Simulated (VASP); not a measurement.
Si4Mo3:

```
Si Mo
1.0
     3.17546    1.83335    3.95588
    -3.17546    1.83335    3.95588
     0.00000   -3.66671    3.95588
Si Mo
4 3
Direct
  0.69772 0.69772 0.69772
  0.30228 0.30228 0.30228
  0.86972 0.86972 0.86972
  0.13028 0.13028 0.13028
  0.05367 0.94633 0.50000
  0.50000 0.05367 0.94633
  0.94633 0.50000 0.05367
```

The cell was built from a structure type or drawn by symmetry, and may not be a known phase.

```yaml
Program: VASP 6.6.1
Task: relaxation of cell and atoms
Functional: PBE
Potentials_or_basis: VASP PAW PBE potentials, release 64 (Si, Mo_sv)
Cutoff: 500 eV
k_mesh: 3 × 3 × 3
Occupations: gaussian, width 0.2 eV
Spin: no spin polarisation
```

At the start: pressure 54.9 GPa; volume 19.74 Å³/atom.

Question: How do energy, volume and symmetry change on relaxing?

Answer: Over 34 steps the energy falls by 3121.9 meV/atom and the volume is 17.34 Å³/atom (-12.2 %); space group R32 (No. 155, to 0.1 Å) before and after.

The path:
```tsv
step	energy change (eV)	largest force (eV/Å)	pressure (GPa)	volume (Å³)
1	0.0000	13.1799	54.86	138.18
2	-0.3073	4.8944	-11.57	318.18
3	-11.8686	1.6046	-9.30	200.71
4	-12.0972	1.8653	-7.16	193.73
5	-12.1559	2.5358	-4.71	187.38
6	-14.0006	2.1843	-4.69	173.20
7	-14.4272	3.4721	-2.19	163.63
8	-14.4505	2.2700	-3.12	165.99
9	-15.7824	3.1977	1.56	149.73
10	-16.2636	10.2831	40.93	107.34
11	-16.8838	4.9691	14.38	128.06
12	-16.8009	8.3398	30.53	113.57
13	-16.9900	6.8421	22.95	119.34
14	-17.1705	6.9455	23.40	118.31
15	-17.6576	7.2352	25.02	115.27
16	-18.2693	7.6747	30.03	109.35
17	-16.7890	6.9179	54.13	98.12
18	-18.2448	7.7950	32.49	107.65
19	-18.9560	6.6451	28.19	108.63
20	-20.5105	3.8089	17.61	111.55
21	-21.6056	1.3232	5.39	117.47
22	-21.6052	1.3504	5.16	117.67
23	-21.6876	0.9478	3.90	118.45
24	-21.8170	0.3677	0.62	120.81
25	-21.8251	0.4705	-0.21	121.51
26	-21.8252	0.4844	-0.33	121.61
27	-21.8330	0.4006	-0.30	121.56
28	-21.8457	0.1655	-0.18	121.39
29	-21.8466	0.0933	-0.13	121.33
30	-21.8478	0.0818	-0.01	121.24
31	-21.8500	0.1019	0.38	120.97
32	-21.8502	0.1275	0.53	120.87
33	-21.8512	0.1118	0.41	121.00
34	-21.8531	0.0660	0.07	121.39
```

Final structure:
```
Si Mo
1.0
     3.16230    1.82575    3.50420
    -3.16230    1.82575    3.50420
     0.00000   -3.65151    3.50420
Si Mo
4 3
Direct
  0.67261 0.67261 0.67261
  0.32739 0.32739 0.32739
  0.89492 0.89492 0.89492
  0.10508 0.10508 0.10508
  0.21413 0.78587 0.50000
  0.50000 0.21413 0.78587
  0.78587 0.50000 0.21413
```

Caveat: the k points lie up to 0.43 Å⁻¹ apart in the final cell, too coarse for converged energies and pressures of a metal; the relaxation stopped at a loose force limit of 0.08 eV/Å, so its end isn't a converged minimum.
